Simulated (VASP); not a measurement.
Set up this calculation in VASP 6.6.1, as the native input.

```yaml
Task: electric field gradients
Functional: LDA
Potentials_or_basis: VASP PAW LDA potentials, release 64 (Ag, Cl)
Cutoff: 520 eV
k_mesh: 8 × 8 × 8
Occupations: fermi-dirac, width 0.02 eV
Spin: no spin polarisation
Dipole_correction: no
Further_INCAR_settings: ALGO = Normal; EDIFF = 1e-08; NBANDS = 16
```

The structure of AgCl lies in POSCAR:

```
AgCl
1.0
    0.0000000000      2.8563445000      2.7731500000
    2.8563445000      0.0000000000      2.7731500000
    2.8563445000      2.8563445000      0.0000000000
Ag Cl
1 1
Direct
    0.5000000000      0.5000000000      0.5000000000
    0.0000000000      0.0000000000      0.0000000000
```

This cell differs from its parent crystal: equal xx and yy strain of +3 %.

One way to write it, as run:

INCAR

```
ALGO = Normal ; EDIFF = 1E-8
ENCUT = 520 ; ISIF = 2
ISMEAR = -1 ; LASPH = T
LCHARG = F ; LEFG = T
LREAL = F ; LWAVE = F
NBANDS = 16 ; NELM = 80
PREC = Accurate ; SIGMA = 0.02
```

KPOINTS

```
k-points
0
Gamma
  8 8 8
```

Potentials or basis: VASP PAW LDA potentials, release 64 (Ag, Cl).

Launch:

```bash
$ cat potpaw_LDA.64/Ag/POTCAR potpaw_LDA.64/Cl/POTCAR > POTCAR
$ mpirun -np 1 vasp_std > vasp.out
```

Results of the run:

- Pressure: -7.4 GPa
- Band gap on the k mesh: 0.58 eV, indirect (least direct gap 2.70 eV)

Caveat: the cell differs from its parent crystal (equal xx and yy strain of +3 %); without QUAD_EFG the Cq values of the log hold for a quadrupole moment of 1 mb, not for the nuclei.

Run time: 58 s on 1 thread of Intel Xeon 8259CL, with other jobs on the host, peak memory 0.18 GiB.
